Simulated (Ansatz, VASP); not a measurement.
## Ge in VASP and in Ansatz

POSCAR

```
Ge
1.0
    0.0000000000      2.8364010207      2.8364010207
    2.8364010207      0.0000000000      2.8364010207
    2.8364010207      2.8364010207      0.0000000000
Ge
2
Direct
    0.0000000000      0.0000000000      0.0000000000
    0.2500000000      0.2500000000      0.2500000000
```

The input INCAR.step1:

```
PREC = Accurate ; ENCUT = 520
ISMEAR = 0 ; SIGMA = 0.01
LREAL = False ; LASPH = True
NELM = 100 ; NBANDS = 21
GGA = PE ; ALGO = Normal
EDIFF = 1E-4 ; LWAVE = True
LCHARG = False
```

File INCAR.step2:

```
PREC = Accurate ; ENCUT = 520
EDIFF = 1E-6 ; ISMEAR = 0
SIGMA = 0.01 ; LREAL = False
LASPH = True ; NELM = 100
ALGO = Normal ; ISIF = 2
LWAVE = False ; LCHARG = False
METAGGA = R2SCAN ; LMIXTAU = True
NBANDS = 21 ; ISTART = 1
```

File KPOINTS:

```
Automatic mesh
0
Gamma
  10 10 10
```

Input for Ansatz:

```yaml
crystal:
  lattice:
    - [0.0, 2.8364010207, 2.8364010207]
    - [2.8364010207, 0.0, 2.8364010207]
    - [2.8364010207, 2.8364010207, 0.0]
  atoms:
    - { symbol: Ge, position: [0.0, 0.0, 0.0] }
    - { symbol: Ge, position: [0.25, 0.25, 0.25] }
basis:
  ecutwfc: 500
kpoints:
  mp_grid: { grid: [10, 10, 10] }
  band_path:
    path:
      - [0.0, 0.0, 0.0]
      - [0.0, 0.0, 0.0]
      - [0.0, 0.0, 0.0]
      - [0.0, 0.0, 0.0]
      - [0.0, 0.0, 0.0]
      - [0.0, 0.0, 0.0]
      - [0.0, 0.0, 0.0]
      - [0.0, 0.0, 0.0]
      - [0.0, 0.0, 0.0]
      - [0.0, 0.0, 0.0]
      - [0.0, 0.0, 0.0]
      - [0.0, 0.0, 0.0]
      - [0.0, 0.0, 0.0]
      - [0.0, 0.0, 0.0]
      - [0.0, 0.0, 0.0]
      - [0.0, 0.0, 0.0]
      - [0.0, 0.0, 0.0]
      - [0.0, 0.0, 0.0]
      - [0.0, 0.0, 0.0]
      - [0.0, 0.0, 0.0]
      - [0.0, 0.0, 0.0]
      - [0.0, 0.0, 0.0]
      - [0.0, 0.0, 0.0]
      - [0.0, 0.0, 0.0]
      - [0.0, 0.0, 0.0]
      - [0.0, 0.0, 0.0]
      - [0.3, 0.3, 0.0]
      - [0.3166666667, 0.3166666667, 0.0]
      - [0.3333333333, 0.3333333333, 0.0]
      - [0.35, 0.35, 0.0]
      - [0.3666666667, 0.3666666667, 0.0]
      - [0.3833333333, 0.3833333333, 0.0]
      - [0.4, 0.4, 0.0]
      - [0.4166666667, 0.4166666667, 0.0]
      - [0.4333333333, 0.4333333333, 0.0]
      - [0.45, 0.45, 0.0]
      - [0.4666666667, 0.4666666667, 0.0]
      - [0.4833333333, 0.4833333333, 0.0]
      - [0.5, 0.5, 0.0]
      - [0.5, 0.5, 0.5]
      - [0.5, 0.5, 0.5]
      - [0.5, 0.5, 0.5]
      - [0.5, 0.5, 0.5]
      - [0.5, 0.5, 0.5]
      - [0.5, 0.5, 0.5]
      - [0.5, 0.5, 0.5]
      - [0.5, 0.5, 0.5]
      - [0.5, 0.5, 0.5]
      - [0.5, 0.5, 0.5]
      - [0.5, 0.5, 0.5]
      - [0.5, 0.5, 0.5]
      - [0.5, 0.5, 0.5]
    npoints: 1
hamiltonian:
  xc: r2scan
  pseudopotentials: { kind: paw, azcp: { folder: soft_1 } }
scf:
  occupations: { method: fixed }
  n_extra_bands: 5
output:
  eigenvalues: true
```

Alike in both runs: task single point; functional r2SCAN; k mesh 10 × 10 × 10; no spin polarisation.

|  | VASP | Ansatz |
| --- | --- | --- |
| version | VASP 6.6.1 | Ansatz 0.2.0 |
| potentials or method | VASP PAW PBE potentials, release 64 (Ge_d), cutoff 520 eV | scalar-relativistic, plane waves, PAW |
| occupations | gaussian, width 0.01 eV | fixed |
| valence electrons in the cell | 28 | 28 |

|  | VASP | Ansatz | Ansatz less VASP |
| --- | --- | --- | --- |
| gap on the k mesh at the Fermi level (eV) | 0.33 | 0.36 | +0.037 |
| least direct gap on the mesh (eV) | 0.33 | 0.36 | +0.037 |

VASP's potentials were made for PBE, not for r2SCAN.
